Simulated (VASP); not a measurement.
# O2 in VASP: further runs

Runs on O2. Level: r2SCAN. Tasks: single point.

Everything below comes from runs of VASP 6.6.1. Logs are shortened: lines on timing, memory, paths and dates and some standing lists are left out, and cuts for length are marked.

### Step 1. The cell of the first run

The cell holds a molecule in a box, 2 atoms: a = 12.000 Å, b = 12.300 Å, c = 12.600 Å, α = 90.00°, β = 90.00°, γ = 90.00°.

### Step 2. Single point, r2SCAN, collinear spin, ferromagnetic start

Contents of POSCAR:

```
O
1.0
   12.0000000000      0.0000000000      0.0000000000
    0.0000000000     12.3000000000      0.0000000000
    0.0000000000      0.0000000000     12.6000000000
O
2
Direct
    0.5000000000      0.5000000000      0.4521613620
    0.5000000000      0.5000000000      0.5478386380
```

Contents of INCAR.step1:

```
  PREC = Accurate
  ENCUT = 520
  ISMEAR = -1
  SIGMA = 0.01
  LREAL = F
  LASPH = T
  NELM = 150
  ISPIN = 2
  MAGMOM = 1 1
  NBANDS = 17
  GGA = PE
  ALGO = Normal
  EDIFF = 1E-4
  LWAVE = T
  LCHARG = F
```

Contents of INCAR.step2:

```
  PREC = Accurate
  ENCUT = 520
  EDIFF = 1E-7
  ISMEAR = -1
  SIGMA = 0.01
  LREAL = F
  LASPH = T
  NELM = 150
  ALGO = Normal
  ISIF = 2
  LWAVE = F
  LCHARG = T
  ISPIN = 2
  MAGMOM = 1 1
  LORBIT = 11
  METAGGA = R2SCAN
  LMIXTAU = T
  LELF = T
  LVHAR = T
  NBANDS = 17
  ISTART = 1
```

Contents of KPOINTS:

```
Automatic mesh
0
Gamma
  1 1 1
```

Potentials or basis: VASP PAW PBE potentials, release 64 (O).

On the command line:

```
cat potpaw_PBE.64/O/POTCAR > POTCAR
cp INCAR.step1 INCAR
mpirun -np 1 vasp_gam > vasp.out
cp INCAR.step2 INCAR
mpirun -np 1 vasp_gam > vasp.out
```

OUTCAR:

```text
PREC = Accurate
   ENCUT = 520
   EDIFF = 1E-7
   ISMEAR = -1
   LREAL = F
   LASPH = T
   NELM = 150
   ISIF = 2
   ISPIN = 2
   LORBIT = 11
   METAGGA = R2SCAN
   ISTART = 1

 ion  position               nearest neighbor table
   1  0.500  0.500  0.452-   2 1.21
   2  0.500  0.500  0.548-   1 1.21

  LATTYP: Found a simple orthorhombic cell.
 ALAT       =    12.0000000000
 B/A-ratio  =     1.0250000000
 C/A-ratio  =     1.0500000000

  Lattice vectors:

 A1 = (  12.0000000000,   0.0000000000,   0.0000000000)
 A2 = (   0.0000000000,  12.3000000000,   0.0000000000)
 A3 = (   0.0000000000,   0.0000000000,  12.6000000000)

Analysis of symmetry for initial positions (statically):
=====================================================================
 Subroutine PRICEL returns:
 Original cell was already a primitive cell.

 Routine SETGRP: Setting up the symmetry group for a
 simple orthorhombic supercell.

 Subroutine GETGRP returns: Found  8 space group operations
 (whereof  8 operations were pure point group operations)
 out of a pool of  8 trial point group operations.

The static configuration has the point symmetry D_2h.

Analysis of symmetry for dynamics (positions and initial velocities):
=====================================================================
 Subroutine PRICEL returns:
 Original cell was already a primitive cell.

 Routine SETGRP: Setting up the symmetry group for a
 simple orthorhombic supercell.

 Subroutine GETGRP returns: Found  8 space group operations
 (whereof  8 operations were pure point group operations)
 out of a pool of  8 trial point group operations.

The dynamic configuration has the point symmetry D_2h.

Analysis of structural, dynamic, and magnetic symmetry:
=====================================================================
 Subroutine PRICEL returns:
 Original cell was already a primitive cell.

 Routine SETGRP: Setting up the symmetry group for a
 simple orthorhombic supercell.

 Subroutine GETGRP returns: Found  8 space group operations
 (whereof  8 operations were pure point group operations)
 out of a pool of  8 trial point group operations.

The overall configuration has the point symmetry D_2h.

[... 88 lines left out ...]
   EFERMI =   0.00;   METHOD = LEGACY
   ISMEAR =    -1;   SIGMA  =   0.01  broadening in eV -4-tet -1-fermi 0-gaus
   EFERMI_NEDOS =   21; number of points for ismear=-14 and -15
   IALGO  =     38    algorithm
   IMIX   =      4    mixing-type and parameters
     AMIX     =   0.40;   BMIX     =  1.00
     AMIX_MAG =   1.60;   BMIX_MAG =  1.00
  volume/ion in A,a.u.               =     929.88      6275.14
  Fermi-wavevector in a.u.,A,eV,Ry     =   0.304778  0.575946  1.263836  0.092889
  Thomas-Fermi vector in A             =   1.177187
   LORBIT       =     11    0 simple, 1 ext, 2 COOP (PROOUT), +10 PAW based schemes
   METAGGA = R2SCAN    functional components
   LHFCALC =     F    Hartree Fock is set to
   AEXX    =    0.0000 exact exchange contribution
   IVDW    =     0    specifies the selected vdW correction
   LEPSILON=     F    determine dielectric tensor
   LRPA    =     F    only Hartree local field effects (RPA)
 spin polarized calculation
  energy-cutoff  :      520.00
  volume of cell :     1859.76
 maximum number of plane-waves:     25042
 NGX is ok and might be reduce to    90
   NGX = 45   NGY = 45   NGZ = 47

 number of electron      11.9999999 magnetization       1.9999999

 Free energy of the ion-electron system (eV)
  ---------------------------------------------------
  ext. energy  EPLUGINS =         0.00000000
  ---------------------------------------------------
  free energy    TOTEN  =       -11.84917263 eV

  energy without entropy =      -11.84917263  energy(sigma->0) =      -11.84917263

 E-fermi :  -7.0384     XC(G=0):  -0.1997

 val. band max:       -7.3839350588   @ k =   0.0000   0.0000   0.0000
 cond. band min:      -3.9329808959   @ k =   0.0000   0.0000   0.0000
 fundamental gap:      3.4509541629
 Fermi energy:        -7.0383527079

 spin component 1

 k-point     1 :       0.0000    0.0000    0.0000
  band No.  band energies     occupation
      1     -34.6248      1.00000
      2     -21.8221      1.00000
      3     -14.2771      1.00000
      4     -14.2771      1.00000
      5     -13.9851      1.00000
      6      -7.3840      1.00000
[... 9 lines left out ...]
     16       1.9104      0.00000
     17       1.9419      0.00000
 Fermi energy:        -7.0383527079

 spin component 2

 k-point     1 :       0.0000    0.0000    0.0000
  band No.  band energies     occupation
      1     -33.2526      1.00000
      2     -19.3903      1.00000
      3     -12.8790      1.00000
      4     -11.7786      1.00000
      5     -11.7786      1.00000
      6      -3.9330      0.00000
[... 9 lines left out ...]
     16       1.9577      0.00000
     17       1.9994      0.00000

------------------------ aborting loop because EDIFF is reached ----------------------------------------

  FORCE on cell =-STRESS in cart. coord.  units (eV):
  Direction    XX          YY          ZZ          XY          YZ          ZX
  --------------------------------------------------------------------------------------
  -------------------------------------------------------------------------------------
  Total       -0.0771763     -0.0764950      1.6301619     -0.0000000      0.0000000      0.0000000
  in kB       -0.0664871     -0.0659002      1.4043793     -0.0000000      0.0000000      0.0000000
  external PRESSURE =       0.4239973 kB  Pullay stress =       0.0000000 kB

 VOLUME and BASIS-vectors are now :
 -----------------------------------------------------------------------------
  energy-cutoff  :      520.00
  volume of cell :     1859.76
      direct lattice vectors                 reciprocal lattice vectors
    12.000000000  0.000000000  0.000000000     0.083333333  0.000000000  0.000000000
     0.000000000 12.300000000  0.000000000     0.000000000  0.081300813  0.000000000
     0.000000000  0.000000000 12.600000000     0.000000000  0.000000000  0.079365079

 POSITION                                       TOTAL-FORCE (eV/Angst)
 -----------------------------------------------------------------------------------
      6.00000      6.15000      5.69723         0.000000     -0.000000     -1.427515
      6.00000      6.15000      6.90277         0.000000      0.000000      1.427515
 -----------------------------------------------------------------------------------
    total drift:                                0.000000      0.000000      0.000000

  FREE ENERGIE OF THE ION-ELECTRON SYSTEM (eV)
  ---------------------------------------------------
  free  energy   TOTEN  =       -11.8491726273 eV

  energy  without entropy=      -11.8491726273  energy(sigma->0) =      -11.84917263

 total charge

# of ion       s       p       d       tot
------------------------------------------
    1        1.615   3.329   0.000   4.944
    2        1.615   3.329   0.000   4.944
--------------------------------------------------
tot          3.230   6.658   0.000   9.888

 magnetization (x)

# of ion       s       p       d       tot
------------------------------------------
    1        0.015   0.816   0.000   0.831
    2        0.015   0.816   0.000   0.831
--------------------------------------------------
tot          0.029   1.632   0.000   1.661
```

OUTCAR.step1:

```text
PREC = Accurate
   ENCUT = 520
   ISMEAR = -1
   LREAL = F
   LASPH = T
   NELM = 150
[... 255 lines left out ...]
 -----------------------------------------------------------------------------------
      6.00000      6.15000      5.69723         0.000000      0.000000     -2.212314
      6.00000      6.15000      6.90277         0.000000     -0.000000      2.212314
 -----------------------------------------------------------------------------------
    total drift:                                0.000000      0.000000      0.000000

  FREE ENERGIE OF THE ION-ELECTRON SYSTEM (eV)
  ---------------------------------------------------
  free  energy   TOTEN  =        -9.8549069331 eV

  energy  without entropy=       -9.8549069331  energy(sigma->0) =       -9.85490693
```

Run time: 10 min. Hardware: 1 thread of Intel Xeon 6975P-C (Granite Rapids), shared host; peak memory 2.4 GiB.

What came out:

* Free energy: -11.8492 eV
* Largest force: 1.428 eV/Å
* Gap between the frontier levels: 3.45 eV
* Net moment: 2.00 μB per cell
* Site moments: O +0.83 μB
* Valence electrons inside the program's atomic spheres: O 4.94

Forces in eV/Å, atoms in the order of the input:
```
O    0.000  0.000 -1.428
O    0.000  0.000  1.428
```

Caveat: the standard files for N, O and F lose accuracy on very short bonds; the PAW data sets were made with another functional, which shifts forces and pressure a little.

### Step 3. Single point, r2SCAN, collinear spin, ferromagnetic start

POSCAR is that of step 2.

Contents of INCAR.step1:

```
ALGO     = Normal         # electronic algorithm
EDIFF    = 1E-4           # SCF threshold, eV
ENCUT    = 520            # plane-wave cutoff, eV
GGA      = PE             # functional
ISMEAR   = -1             # smearing method
ISPIN    = 2              # spin polarisation
LASPH    = T              # aspherical terms in the spheres
LCHARG   = F              # write CHGCAR
LREAL    = F              # projectors in reciprocal space
LWAVE    = T              # write WAVECAR
MAGMOM   = 0.574 0.574    # initial moments
NBANDS   = 17             # bands
NELM     = 150            # most SCF steps
PREC     = Accurate       # precision mode
SIGMA    = 0.01           # smearing width, eV
```

Contents of INCAR.step2:

```
ALGO     = Normal         # electronic algorithm
EDIFF    = 1E-6           # SCF threshold, eV
ENCUT    = 520            # plane-wave cutoff, eV
ISIF     = 2              # what is computed and relaxed
ISMEAR   = -1             # smearing method
ISPIN    = 2              # spin polarisation
ISTART   = 1            
LASPH    = T              # aspherical terms in the spheres
LCHARG   = F              # write CHGCAR
LMIXTAU  = T            
LORBIT   = 11             # projections on sites
LREAL    = F              # projectors in reciprocal space
LWAVE    = F              # write WAVECAR
MAGMOM   = 0.574 0.574    # initial moments
METAGGA  = R2SCAN         # meta-GGA
NBANDS   = 17             # bands
NELM     = 150            # most SCF steps
PREC     = Accurate       # precision mode
SIGMA    = 0.01           # smearing width, eV
```

Contents of KPOINTS:

```
k-points
0
Gamma
  1 1 1
```

Potentials or basis: VASP PAW PBE potentials, release 64 (O).

On the command line:

```
cat potpaw_PBE.64/O/POTCAR > POTCAR
cp INCAR.step1 INCAR
mpirun -np 1 vasp_gam > vasp.out
cp INCAR.step2 INCAR
mpirun -np 1 vasp_gam > vasp.out
```

Wall time 7.8 min (1 thread of Intel Xeon 6975P-C (Granite Rapids), shared host); peak memory 2.4 GiB.

It converged, with:

```yaml
Free_energy: -11.8492 eV
Largest_force: 1.428 eV/Å
Gap_between_the_frontier_levels: 3.45 eV
Net_moment: 2.00 μB per cell
Site_moments: O +0.83 μB
Valence_electrons_inside_the_program's_atomic_spheres: O 4.94
```

Forces on the atoms (eV/Å):
```
O    0.000  0.000 -1.428
O    0.000  0.000  1.428
```

Levels at points of the mesh, in eV from the valence-band top:
Spin up:
| k point | band 3 | band 4 | band 5 | band 6 | band 7 | band 8 | band 9 | band 10 | band 11 | band 12 |
| --- | --- | --- | --- | --- | --- | --- | --- | --- | --- | --- |
| (0.00, 0.00, 0.00) | -6.89 | -6.89 | -6.60 | 0.00 | 0.00 | 7.39 | 8.28 | 8.31 | 8.37 | 8.41 |
Spin down:
```csv
k point,band 3,band 4,band 5,band 6,band 7,band 8
"(0.00, 0.00, 0.00)",-5.50,-4.39,-4.39,3.45,3.45,7.42
```

Caveat: the standard files for N, O and F lose accuracy on very short bonds; the PAW data sets were made with another functional, which shifts forces and pressure a little.
